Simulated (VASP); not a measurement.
# Si5O (P6/mmm) in VASP: a series of runs

Si5O is run at these levels: PBE; tasks: single point, relaxation of cell and atoms.

Everything below comes from runs of VASP 6.6.1. Logs are shortened: lines on timing, memory, paths and dates and some standing lists are left out, and cuts for length are marked.

## Step 1: The cell of the first run

It takes space group P6/mmm (No. 191, hexagonal). The conventional cell has a = 4.883 Å, b = 4.883 Å, c = 5.818 Å, α = 90.00°, β = 90.00°, γ = 120.00°. Within 2.2 Å of Si (site symmetry 6mm) lie 1 O at 1.65 Å. Within 3.2 Å of Si (site symmetry mmm) lie 8 Si at 2.44 to 2.75 Å. O (site symmetry 6/mmm) has 2 Si at 1.65 Å within 2.2 Å.

## Step 2: Single point, PBE

INCAR reads:

```
PREC     = Accurate       # precision mode
ENCUT    = 520            # plane-wave cutoff, eV
EDIFF    = 1E-6           # SCF threshold, eV
ISMEAR   = 0              # smearing method
SIGMA    = 0.1            # smearing width, eV
LREAL    = F              # projectors in reciprocal space
LASPH    = T              # aspherical terms in the spheres
NELM     = 60             # most SCF steps
ALGO     = Normal         # electronic algorithm
ISIF     = 2              # what is computed and relaxed
LWAVE    = F              # write WAVECAR
LCHARG   = F              # write CHGCAR
GGA      = PE             # functional
NBANDS   = 22             # bands
```

KPOINTS reads:

```
Automatic mesh
0
Gamma
  6 6 4
```

POSCAR reads:

```
Si5O
1.0
    4.8833593215      0.0000000000      0.0000000000
   -2.4416796608      4.2291132282      0.0000000000
    0.0000000000      0.0000000000      5.8179068751
Si O
5 1
Direct
    0.0000000000      0.0000000000      0.7835442031
    0.0000000000      0.0000000000      0.2164557969
    0.5000000000      0.0000000000      0.0000000000
    0.0000000000      0.5000000000      0.0000000000
    0.5000000000      0.5000000000      0.0000000000
    0.0000000000      0.0000000000      0.5000000000
```

Potentials or basis: VASP PAW PBE potentials, release 64 (Si, O).

Started as:

```bash
$ cat potpaw_PBE.64/Si/POTCAR potpaw_PBE.64/O/POTCAR > POTCAR
$ mpirun -np 1 vasp_std > vasp.out
```

OUTCAR:

```text
PREC = Accurate
   ENCUT = 520
   EDIFF = 1E-6
   ISMEAR = 0
   LREAL = F
   LASPH = T
   NELM = 60
   ISIF = 2
   GGA = PE

 ion  position               nearest neighbor table
   1  0.000  0.000  0.784-   6 1.65   2 2.52   5 2.75   5 2.75   3 2.75   3 2.75   4 2.75   4 2.75

   2  0.000  0.000  0.216-   6 1.65   1 2.52   5 2.75   5 2.75   3 2.75   3 2.75   4 2.75   4 2.75

   3  0.500  0.000  0.000-   4 2.44   4 2.44   5 2.44   5 2.44   1 2.75   1 2.75   2 2.75   2 2.75

   4  0.000  0.500  0.000-   3 2.44   3 2.44   5 2.44   5 2.44   1 2.75   2 2.75   1 2.75   2 2.75

   5  0.500  0.500  0.000-   4 2.44   4 2.44   3 2.44   3 2.44   1 2.75   2 2.75   1 2.75   2 2.75

   6  0.000  0.000  0.500-   1 1.65   2 1.65

  LATTYP: Found a hexagonal cell.
 ALAT       =     4.8833593215
 C/A-ratio  =     1.1913739072

  Lattice vectors:

 A1 = (   4.8833593215,   0.0000000000,   0.0000000000)
 A2 = (  -2.4416796608,   4.2291132282,   0.0000000000)
 A3 = (   0.0000000000,   0.0000000000,   5.8179068751)

Analysis of symmetry for initial positions (statically):
=====================================================================
 Subroutine PRICEL returns:
 Original cell was already a primitive cell.

 Routine SETGRP: Setting up the symmetry group for a
 hexagonal supercell.

 Subroutine GETGRP returns: Found 24 space group operations
 (whereof 24 operations were pure point group operations)
 out of a pool of 24 trial point group operations.

The static configuration has the point symmetry D_6h.

Analysis of symmetry for dynamics (positions and initial velocities):
=====================================================================
 Subroutine PRICEL returns:
 Original cell was already a primitive cell.

 Routine SETGRP: Setting up the symmetry group for a
 hexagonal supercell.

 Subroutine GETGRP returns: Found 24 space group operations
 (whereof 24 operations were pure point group operations)
 out of a pool of 24 trial point group operations.

The dynamic configuration has the point symmetry D_6h.

 Subroutine INISYM returns: Found 24 space group operations
 (whereof 24 operations are pure point group operations),
 and found     1 'primitive' translations

----------------------------------------------------------------------------------------

                                     Primitive cell

  volume of cell :     120.1530

  direct lattice vectors                    reciprocal lattice vectors
     4.883359322  0.000000000  0.000000000     0.204777067  0.118228095  0.000000000
    -2.441679661  4.229113228  0.000000000     0.000000000  0.236456190  0.000000000
     0.000000000  0.000000000  5.817906875     0.000000000  0.000000000  0.171883122

  length of vectors
     4.883359322  4.883359322  5.817906875     0.236456190  0.236456190  0.171883122

  position of ions in fractional coordinates (direct lattice)
     0.000000000  0.000000000  0.783544203
     0.000000000  0.000000000  0.216455797
     0.500000000  0.000000000  0.000000000
     0.000000000  0.500000000  0.000000000
     0.500000000  0.500000000  0.000000000
     0.000000000  0.000000000  0.500000000

  ion indices of the primitive-cell ions
   primitive index   ion index
                 1           1
                 2           2
                 3           3
                 4           4
                 5           5
                 6           6

----------------------------------------------------------------------------------------

 KPOINTS: Automatic mesh

Automatic generation of k-mesh.
 Grid dimensions read from file:
 generate k-points for:    6    6    4

 Generating k-lattice:

  Cartesian coordinates                     Fractional coordinates (reciprocal lattice)
     0.034129511  0.019704682  0.000000000     0.166666667  0.000000000  0.000000000
     0.000000000  0.039409365  0.000000000     0.000000000  0.166666667  0.000000000
     0.000000000  0.000000000  0.042970781     0.000000000  0.000000000  0.250000000

  Length of vectors
     0.039409365  0.039409365  0.042970781

  Shift w.r.t. Gamma in fractional coordinates (k-lattice)
     0.000000000  0.000000000  0.000000000

 Subroutine IBZKPT returns following result:
 ===========================================

 Found     21 irreducible k-points:

 Following reciprocal coordinates:
            Coordinates               Weight
  0.000000  0.000000  0.000000      1.000000
  0.166667 -0.000000  0.000000      6.000000
  0.333333 -0.000000  0.000000      6.000000
  0.500000 -0.000000  0.000000      3.000000
  0.166667  0.166667  0.000000      6.000000
  0.333333  0.166667  0.000000     12.000000
[... 13 lines left out ...]
  0.333333  0.166667  0.500000     12.000000
  0.333333  0.333333  0.500000      2.000000
   k-points           NKPTS =     21   k-points in BZ     NKDIM =     21   number of bands    NBANDS=     22
   number of dos      NEDOS =    301   number of ions     NIONS =      6
   total plane-waves  NPLWV =  62208
   dimension x,y,z NGX =    36 NGY =   36 NGZ =   48
   dimension x,y,z NGXF=    72 NGYF=   72 NGZF=   96
   ions per type =               5   1
   NGX,Y,Z   is equivalent  to a cutoff of  12.26, 12.26, 13.72 a.u.
   NGXF,Y,Z  is equivalent  to a cutoff of  24.51, 24.51, 27.43 a.u.
 SYSTEM =  unknown system
   PREC   = accura    normal or accurate (medium, high low for compatibility)
   ISTART =      0    job   : 0-new  1-cont  2-samecut
   ICHARG =      2    charge: 1-file 2-atom 10-const
   ISPIN  =      1    spin polarized calculation?
   LNONCOLLINEAR =      F non collinear calculations
   LSORBIT =      F    spin-orbit coupling
   LASPH  =      T    aspherical Exc in radial PAW
   ENCUT  =  520.0 eV  38.22 Ry    6.18 a.u.   9.08  9.08 10.82*2*pi/ulx,y,z
   NELM   =     60;   NELMIN=  2; NELMDL= -5     # of ELM steps
   EDIFF  = 0.1E-05   stopping-criterion for ELM
   LREAL  =      F    real-space projection
   EDIFFG = 0.1E-04   stopping-criterion for IOM
   NSW    =      0    number of steps for IOM
   IBRION =     -1    ionic relax: 0-MD 1-quasi-New 2-CG
   NFREE  =      0    steps in history (QN), initial steepest desc. (CG)
   ISIF   =      2    stress and relaxation
   ISYM   =      2    0-nonsym 1-usesym 2-fastsym
   POTIM  = 0.5000    time-step for ionic-motion
   TEBEG  =    0.0;   TEEND  =   0.0 temperature during run
   PSTRESS=    0.0 pullay stress
   NELECT =      26.0000    total number of electrons
   NUPDOWN=      -1.0000    fix difference up-down
   EMIN   =  10.00;   EMAX   =-10.00  energy-range for DOS
   EFERMI =   0.00;   METHOD = LEGACY
   ISMEAR =     0;   SIGMA  =   0.10  broadening in eV -4-tet -1-fermi 0-gaus
   EFERMI_NEDOS =   21; number of points for ismear=-14 and -15
   IALGO  =     38    algorithm
   IMIX   =      4    mixing-type and parameters
     AMIX     =   0.40;   BMIX     =  1.00
     AMIX_MAG =   1.60;   BMIX_MAG =  1.00
  volume/ion in A,a.u.               =      20.03       135.14
  Fermi-wavevector in a.u.,A,eV,Ry     =   0.982851  1.857319 13.143175  0.965996
  Thomas-Fermi vector in A             =   2.113965
   LORBIT       =      0    0 simple, 1 ext, 2 COOP (PROOUT), +10 PAW based schemes
   GGA     = PE    functional components
   LHFCALC =     F    Hartree Fock is set to
   AEXX    =    0.0000 exact exchange contribution
   IVDW    =     0    specifies the selected vdW correction
   LEPSILON=     F    determine dielectric tensor
   LRPA    =     F    only Hartree local field effects (RPA)
 non-spin polarized calculation
 Gauss-broadening in eV      SIGMA  =   0.10
  energy-cutoff  :      520.00
  volume of cell :      120.15
 maximum number of plane-waves:      3248
   NGX = 19   NGY = 19   NGZ = 21

 number of electron      26.0000008 magnetization

 Free energy of the ion-electron system (eV)
  ---------------------------------------------------
  ext. energy  EPLUGINS =         0.00000000
  ---------------------------------------------------
  free energy    TOTEN  =       -31.91875799 eV

  energy without entropy =      -31.89271726  energy(sigma->0) =      -31.90573762

 E-fermi :   5.1095     XC(G=0):  -8.6510

 val. band max:        5.1085074645   @ k =   0.0000   0.0000   0.0000
 cond. band min:       5.1136045622   @ k =   0.3333   0.1667   0.0000
 fundamental gap:      0.0050970977
 Fermi energy:         5.1094633521

 k-point     1 :       0.0000    0.0000    0.0000
  band No.  band energies     occupation
      1     -15.9919      2.00000
      2      -8.0456      2.00000
      3      -5.5389      2.00000
      4      -1.1020      2.00000
      5      -1.1020      2.00000
      6      -0.7370      2.00000
[... 14 lines left out ...]
     21      11.5928      0.00000
     22      11.5928      0.00000

 k-point     2 :       0.1667   -0.0000    0.0000
  band No.  band energies     occupation
      1     -15.9903      2.00000
      2      -7.8270      2.00000
      3      -5.5149      2.00000
      4      -2.7069      2.00000
      5      -1.5410      2.00000
      6      -1.4965      2.00000
[... 14 lines left out ...]
     21      11.0747      0.00000
     22      11.2716      0.00000

 k-point     3 :       0.3333   -0.0000    0.0000
  band No.  band energies     occupation
      1     -15.9868      2.00000
      2      -7.1728      2.00000
      3      -5.4661      2.00000
      4      -4.5776      2.00000
      5      -2.1520      2.00000
      6      -1.9980      2.00000
[... 14 lines left out ...]
     21       9.5800      0.00000
     22      11.2831      0.00000

 k-point     4 :       0.5000   -0.0000    0.0000
  band No.  band energies     occupation
      1     -15.9851      2.00000
      2      -6.1603      2.00000
      3      -6.0075      2.00000
      4      -5.4415      2.00000
      5      -2.3584      2.00000
      6      -2.1850      2.00000
[... 14 lines left out ...]
     21      10.3781      0.00000
     22      10.5909      0.00000

 k-point     5 :       0.1667    0.1667    0.0000
  band No.  band energies     occupation
      1     -15.9877      2.00000
      2      -7.3905      2.00000
      3      -5.4784      2.00000
      4      -3.6234      2.00000
      5      -3.4020      2.00000
      6      -0.6762      2.00000
[... 14 lines left out ...]
     21      10.4534      0.00000
     22      11.3009      0.00000

 k-point     6 :       0.3333    0.1667    0.0000
  band No.  band energies     occupation
      1     -15.9851      2.00000
      2      -6.5229      2.00000
      3      -5.4417      2.00000
      4      -5.2187      2.00000
      5      -3.9252      2.00000
      6      -0.6729      2.00000
[... 14 lines left out ...]
     21       9.8714      0.00000
     22      10.4747      0.00000

 k-point     7 :       0.3333    0.3333    0.0000
  band No.  band energies     occupation
      1     -15.9842      2.00000
      2      -5.6005      2.00000
      3      -5.4295      2.00000
      4      -5.3477      2.00000
      5      -5.3477      2.00000
      6      -0.3678      2.00000
[... 249 lines left out ...]
      6      -1.7452      2.00000
[... 14 lines left out ...]
     21      10.1697      0.00000
     22      10.2902      0.00000

 k-point    18 :       0.5000   -0.0000    0.5000
  band No.  band energies     occupation
      1     -15.9770      2.00000
      2      -6.9279      2.00000
      3      -5.9692      2.00000
      4      -4.2455      2.00000
      5      -2.0112      2.00000
      6      -1.9566      2.00000
[... 14 lines left out ...]
     21      10.1100      0.00000
     22      11.0517      0.00000

 k-point    19 :       0.1667    0.1667    0.5000
  band No.  band energies     occupation
      1     -15.9789      2.00000
      2      -7.7383      2.00000
      3      -5.0684      2.00000
      4      -3.3468      2.00000
      5      -2.9174      2.00000
      6      -1.0010      2.00000
[... 14 lines left out ...]
     21      10.2088      0.00000
     22      10.5139      0.00000

 k-point    20 :       0.3333    0.1667    0.5000
  band No.  band energies     occupation
      1     -15.9769      2.00000
      2      -7.0412      2.00000
      3      -5.5895      2.00000
      4      -4.3808      2.00000
      5      -3.3072      2.00000
      6      -0.8649      2.00000
[... 14 lines left out ...]
     21       9.8607      0.00000
     22      11.2558      0.00000

 k-point    21 :       0.3333    0.3333    0.5000
  band No.  band energies     occupation
      1     -15.9763      2.00000
      2      -6.6704      2.00000
      3      -5.3068      2.00000
      4      -5.3068      2.00000
      5      -3.6542      2.00000
      6      -0.7197      2.00000
[... 14 lines left out ...]
     21       9.6248      0.00000
     22      10.0565      0.00000

------------------------ aborting loop because EDIFF is reached ----------------------------------------

  FORCE on cell =-STRESS in cart. coord.  units (eV):
  Direction    XX          YY          ZZ          XY          YZ          ZX
  --------------------------------------------------------------------------------------
  -------------------------------------------------------------------------------------
  Total       -0.0468844     -0.0468844      0.0772759      0.0000000      0.0000000     -0.0000000
  in kB       -0.6251784     -0.6251784      1.0304333      0.0000000      0.0000000     -0.0000000
  external PRESSURE =      -0.0733078 kB  Pullay stress =       0.0000000 kB

 VOLUME and BASIS-vectors are now :
 -----------------------------------------------------------------------------
  energy-cutoff  :      520.00
  volume of cell :      120.15
      direct lattice vectors                 reciprocal lattice vectors
     4.883359322  0.000000000  0.000000000     0.204777067  0.118228095  0.000000000
    -2.441679661  4.229113228  0.000000000     0.000000000  0.236456190  0.000000000
     0.000000000  0.000000000  5.817906875     0.000000000  0.000000000  0.171883122

 POSITION                                       TOTAL-FORCE (eV/Angst)
 -----------------------------------------------------------------------------------
      0.00000      0.00000      4.55859        -0.000000      0.000000      0.031969
      0.00000      0.00000      1.25932         0.000000     -0.000000     -0.031969
      2.44168      0.00000      0.00000        -0.000000      0.000000      0.000000
     -1.22084      2.11456      0.00000        -0.000000      0.000000      0.000000
      1.22084      2.11456      0.00000        -0.000000      0.000000      0.000000
      0.00000      0.00000      2.90895        -0.000000      0.000000      0.000000
 -----------------------------------------------------------------------------------
    total drift:                                0.000000     -0.000000     -0.000000

  FREE ENERGIE OF THE ION-ELECTRON SYSTEM (eV)
  ---------------------------------------------------
  free  energy   TOTEN  =       -31.9187579897 eV

  energy  without entropy=      -31.8927172565  energy(sigma->0) =      -31.90573762
```

It took 22 s on 1 thread of Intel Xeon 6975P-C (Granite Rapids), shared host; peak memory 0.24 GiB.

What came out:

```
Free energy            : -31.9188 eV
Pressure               : 0.0 GPa
Largest force          : 0.032 eV/Å
Band gap on the k mesh : zero (band 13 reaches 6.22 eV, above the bottom of band 14 at 4.38 eV)
```

Forces on the atoms (eV/Å):
```
Si   0.000  0.000  0.032
Si   0.000  0.000 -0.032
Si   0.000  0.000  0.000
Si   0.000  0.000  0.000
Si   0.000  0.000  0.000
O    0.000  0.000  0.000
```

(Continued in part 2 of 2.)
